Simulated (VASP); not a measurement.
Input of a VASP 6.6.1 run:

Contents of INCAR:

```
SYSTEM = BN
PREC = Accurate
ENCUT = 520
EDIFF = 1E-7
ISMEAR = 0
SIGMA = 0.05
LREAL = .False.
LASPH = .True.
NELM = 60
ALGO = Normal
ISIF = 2
LWAVE = .False.
LCHARG = .True.
GGA = PE
LELF = .True.
LVHAR = .True.
NBANDS = 16
```

Contents of KPOINTS:

```
Automatic mesh
0
Gamma
  12 12 6
  0 0 0
```

Contents of POSCAR:

```
BN
1.0
    2.5986335447      0.0000000000      0.0000000000
   -1.2993167724      2.2504826648      0.0000000000
    0.0000000000      0.0000000000      4.2268550000
B N
2 2
Direct
    0.6666666667      0.3333333333      0.9997240000
    0.3333333333      0.6666666667      0.4997240000
    0.6666666667      0.3333333333      0.6252760000
    0.3333333333      0.6666666667      0.1252760000
```

Potentials or basis: VASP PAW PBE potentials, release 64 (B, N).

The run is started by

```bash
$ cat potpaw_PBE.64/B/POTCAR potpaw_PBE.64/N/POTCAR > POTCAR
$ mpirun -np 1 vasp_std > vasp.out
```

(1) What does it give for the pressure?

(2) Estimate the largest force.

(3) What does it give for the band gap on the k mesh?

## Answers

(1) -11.8 GPa.

(2) 0.034 eV/Å.

(3) 5.30 eV, indirect (least direct gap 7.95 eV).

Caveat: the cell differs from its parent crystal (strain +0.0175 x Voigt [1, 1, 0, 0, 0, 0]).
